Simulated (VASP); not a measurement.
Set up this calculation in VASP 6.6.1, as the native input.

```
Task                   : single point
Functional             : PBE
Potentials or basis    : VASP PAW PBE potentials, release 64 (Ba_sv, Cs_sv)
Cutoff                 : 520 eV
k mesh                 : 5 × 5 × 5
Occupations            : methfessel-paxton, width 0.05 eV
Spin                   : no spin polarisation
Dipole correction      : no
Further INCAR settings : ALGO = Fast; EDIFF = 1e-07; NBANDS = 28
```

The structure of CsBa3 lies in POSCAR:

```
CsBa3
1.0
    0.0000000000      5.2212840000      5.2212840000
    5.2212840000      0.0000000000      5.2212840000
    5.2212840000      5.2212840000      0.0000000000
Ba Cs
3 1
Direct
    0.5012270000      0.4971690000      0.4967690000
    0.7590530000      0.7460360000      0.7562990000
    0.2519520000      0.2509940000      0.2457810000
    0.0084740000      0.0003550000     -0.0073040000
```

These files were run (other wordings do the same):

INCAR

```
ALGO     = Fast           # electronic algorithm
EDIFF    = 1E-7           # SCF threshold, eV
ENCUT    = 520            # plane-wave cutoff, eV
GGA      = PE             # functional
ISIF     = 2              # what is computed and relaxed
ISMEAR   = 1              # smearing method
LASPH    = T              # aspherical terms in the spheres
LCHARG   = F              # write CHGCAR
LREAL    = F              # projectors in reciprocal space
LWAVE    = F              # write WAVECAR
NBANDS   = 28             # bands
NELM     = 60             # most SCF steps
PREC     = Accurate       # precision mode
SIGMA    = 0.05           # smearing width, eV
```

KPOINTS

```
k-points
0
Gamma
  5 5 5
```

Potentials or basis: VASP PAW PBE potentials, release 64 (Ba_sv, Cs_sv).

The run is started by

```bash
$ cat potpaw_PBE.64/Ba_sv/POTCAR potpaw_PBE.64/Cs_sv/POTCAR > POTCAR
$ mpirun -np 1 vasp_std > vasp.out
```

Results of the run:

```json
{"Pressure": "0.0 GPa", "Largest force": "0.090 eV/Å"}
```

It took 17 min on 1 thread of Oxide Virtual Turin-like Processor, with other jobs on the host, peak memory 0.69 GiB.
